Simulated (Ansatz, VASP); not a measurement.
**One calculation of Si3C, two programs**

POSCAR

```
Si3C
1.0
    3.4318102017      0.0000000000      0.0000000000
    0.0000000000      3.4318102017      0.0000000000
    0.0000000000      0.0000000000      5.0004336163
C Si
1 3
Direct
    0.0000000000      0.0000000000      0.0000000000
    0.0000000000      0.5000000000      0.2031984776
    0.5000000000      0.5000000000      0.5000000000
    0.5000000000      0.0000000000      0.7968015224
```

INCAR.step1

```
SYSTEM = Si3C
ALGO = Normal
EDIFF = 1E-5
ENCUT = 520
GGA = PE
ISIF = 2
ISMEAR = -1
LASPH = .TRUE.
LCHARG = .FALSE.
LREAL = .FALSE.
LWAVE = .TRUE.
NBANDS = 16
NELM = 100
PREC = Accurate
SIGMA = 0.02
```

The input INCAR.step2:

```
SYSTEM = Si3C
ALGO = Normal
EDIFF = 1E-6
ENCUT = 520
GGA = PE
HFSCREEN = 0.2079
ISIF = 2
ISMEAR = -1
ISTART = 1
LASPH = .TRUE.
LCHARG = .FALSE.
LHFCALC = .TRUE.
LREAL = .FALSE.
LWAVE = .FALSE.
NBANDS = 16
NELM = 100
PREC = Accurate
PRECFOCK = Normal
SIGMA = 0.02
```

The input KPOINTS:

```
k-points
0
G
  4 4 2
  0 0 0
```

Input for Ansatz:

```yaml
crystal:
  lattice:
    - [3.4318102017, 0.0, 0.0]
    - [0.0, 3.4318102017, 0.0]
    - [0.0, 0.0, 5.0004336163]
  atoms:
    - { symbol: C, position: [0.0, 0.0, 0.0] }
    - { symbol: Si, position: [0.0, 0.5, 0.2031984776] }
    - { symbol: Si, position: [0.5, 0.5, 0.5] }
    - { symbol: Si, position: [0.5, 0.0, 0.7968015224] }
kpoints:
  mp_grid: { grid: [4, 4, 2] }
hamiltonian:
  xc: hse06
scf:
  occupations: { method: fermi_dirac, width: 0.02 }
  n_extra_bands: 5
output:
  forces: true
  stress: true
  eigenvalues: true
  write_density: true
  write_potential: true
  elf: true
  volumetric_format: npy
```

Alike in both runs: task single point; functional HSE06; k mesh 4 × 4 × 2; occupations fermi-dirac, width 0.02 eV; no spin polarisation.

|  | VASP | Ansatz |
| --- | --- | --- |
| version | VASP 6.6.1 | Ansatz 0.2.0 |
| potentials or method | VASP PAW PBE potentials, release 64 (C, Si) | plane waves, PAW |
| plane-wave cutoff (eV) | 520 | 420 |
| valence electrons in the cell | 16 | 16 |

Ansatz gave:

```
pressure (GPa)                                                : -0.2
traceless stress, the component that is largest in VASP (GPa) : -1.20
rms of the force components (eV/Å)                            : 0.050
```

Which values does VASP return?

Pressure (GPa): -0.6; traceless stress, the component that is largest in VASP (GPa): -1.33; rms of the force components (eV/Å): 0.033.

Atom by atom the forces differ by 0.017 eV/Å (rms over components). Ansatz's warnings: filled band counts differ across k points, stress exchange threshold loose, stress scf threshold loose.

The k mesh is coarse, so the values compare programs but aren't converged.
